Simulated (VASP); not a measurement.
Runs of VASP 6.6.1 on C. The structure is that of space group P6/mmm (No. 191), or close to it. The cells are those of the table. 

| task | level | potentials or basis | spin | cell | k mesh | cutoff (eV) | smearing | k mesh for the DOS | occupations for the DOS | gap on the mesh (eV) | largest force (eV/Å) |
| --- | --- | --- | --- | --- | --- | --- | --- | --- | --- | --- | --- |
| single point | PBEsol | VASP PAW PBE potentials, release 64 (C) | off | a = 2.456, b = 2.456, c = 8.524 Å, angles 90.0, 90.0, 120.0°, 2 atoms | 6 × 6 × 2 | 600 | tetrahedron | - | - | none | - |
| single point | LDA | VASP PAW LDA potentials, release 64 (C) | off | a = 2.456, b = 2.456, c = 8.524 Å, angles 90.0, 90.0, 120.0°, 2 atoms | 6 × 6 × 2 | 520 | tetrahedron | - | - | none | - |
| single point | PBE | VASP PAW PBE potentials, release 64 (C) | off | a = 2.456, b = 2.456, c = 8.524 Å, angles 90.0, 90.0, 120.0°, 2 atoms | 3 × 7 × 2 | 520 | gaussian 0.1 eV | - | - | 1.53 | 0.54 |
| single point | PBE | VASP PAW PBE potentials, release 64 (C) | off | a = 2.520, b = 2.520, c = 8.745 Å, angles 90.0, 90.0, 120.0°, 2 atoms | 6 × 6 × 2 | 600 | gaussian 0.1 eV | - | - | none | - |
| single point | PBE | VASP PAW PBE potentials, release 64 (C) | off | a = 2.566, b = 2.566, c = 8.904 Å, angles 90.0, 90.0, 120.0°, 2 atoms | 6 × 6 × 2 | 600 | gaussian 0.1 eV | - | - | none | - |
| single point | PBE | VASP PAW PBE potentials, release 64 (C) | collinear, zero start | a = 2.456, b = 2.456, c = 8.524 Å, angles 90.0, 90.0, 120.0°, 2 atoms | 4 × 4 × 1 | 600 | gaussian 0.1 eV | - | - | (a) | - |
| single point | PBE | VASP PAW PBE potentials, release 64 (C) | off | a = 2.456, b = 2.456, c = 8.524 Å, angles 90.0, 90.0, 120.0°, 2 atoms | 5 × 3 × 3 | 600 | gaussian 0.0019 eV | - | - | 2.14 | (c) |
| single point | PBE | VASP PAW PBE potentials, release 64 (C) | off | a = 2.456, b = 2.456, c = 8.524 Å, angles 90.0, 90.0, 120.0°, 2 atoms | 3 × 3 × 1 | 600 | fermi-dirac 0.025852 eV | - | - | none | - |
| single point | BLYP | VASP PAW PBE potentials, release 64 (C) | off | a = 2.205, b = 2.205, c = 7.654 Å, angles 90.0, 90.0, 120.0°, 2 atoms | 2 × 6 × 2, shifted | 520 | methfessel-paxton 0.0025 eV | - | - | 4.13 | (b) |
| single point | PBE | VASP PAW PBE potentials, release 64 (C) | off | a = 2.456, b = 2.456, c = 8.524 Å, angles 90.0, 90.0, 120.0°, 2 atoms | 6 × 6 × 2 | 520 | methfessel-paxton 0.0680285 eV | - | - | none | - |
| single point | PBE+D3(BJ) | VASP PAW PBE potentials, release 64 (C) | off | a = 2.456, b = 2.456, c = 8.524 Å, angles 90.0, 90.0, 120.0°, 2 atoms | 5 × 2 × 3 | 600 | methfessel-paxton 0.087 eV | - | - | 4.04 | 0.99 |

Question: Estimate the missing entries.

Answer: (a) 4.07; (b) 0.64; (c) 0.65.

Caveats: all runs use coarse meshes; the PAW data sets were made with another functional, which shifts forces and pressure a little (some runs); tetrahedron occupations give inexact forces and stress in metals (some runs); three body term missing (some runs).

A k mesh can miss the band edges.

A gap of «none» marks levels without a gap at the run's occupations.
